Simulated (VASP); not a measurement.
Set up this calculation in VASP 6.6.1, as the native input.

- Task: single point
- Functional: PBEsol
- Potentials or basis: VASP PAW PBE potentials, release 64 (F)
- Cutoff: 520 eV
- k mesh: 4 × 4 × 2
- Occupations: gaussian, width 0.05 eV
- Spin: no spin polarisation
- Dipole correction: no
- Further INCAR settings: ALGO = Normal; EDIFF = 1e-07; NBANDS = 22

The structure of F lies in POSCAR:

```
F
1.0
    2.8419719639     -1.7696410506     -0.2191973951
    2.8419719639      1.7696410506     -0.2191973951
   -2.0961603653      0.0000000000      7.0700320941
F
4
Direct
    0.0848459664      0.0848459664      0.0940038325
    0.9151540336      0.9151540336      0.9059961675
    0.5015719855      0.5015719855      0.5937195244
    0.4984280145      0.4984280145      0.4062804756
```

One way to write it, as run:

INCAR

```
  PREC = Accurate
  ENCUT = 520
  EDIFF = 1E-7
  ISMEAR = 0
  SIGMA = 0.05
  LREAL = False
  LASPH = True
  NELM = 80
  ALGO = Normal
  ISIF = 2
  LWAVE = False
  LCHARG = False
  GGA = PS
  NBANDS = 22
```

KPOINTS

```
Automatic mesh
0
Gamma
  4 4 2
```

Potentials or basis: VASP PAW PBE potentials, release 64 (F).

The run is started by

```sh
$ cat potpaw_PBE.64/F/POTCAR > POTCAR
$ mpirun -np 1 vasp_std > vasp.out
```

It gave:

The pressure is 2.7 GPa. The largest force is 1.441 eV/Å. The band gap on the k mesh is 3.21 eV, indirect (least direct gap 3.29 eV).

Caveat: the k points lie up to 0.53 Å⁻¹ apart; the PAW data sets were made with another functional, which shifts forces and pressure a little.

Wall time 15 s on 1 thread of AMD EPYC 9R45 96-Core Processor (Zen 5), with other jobs on the host, peak memory 0.16 GiB.
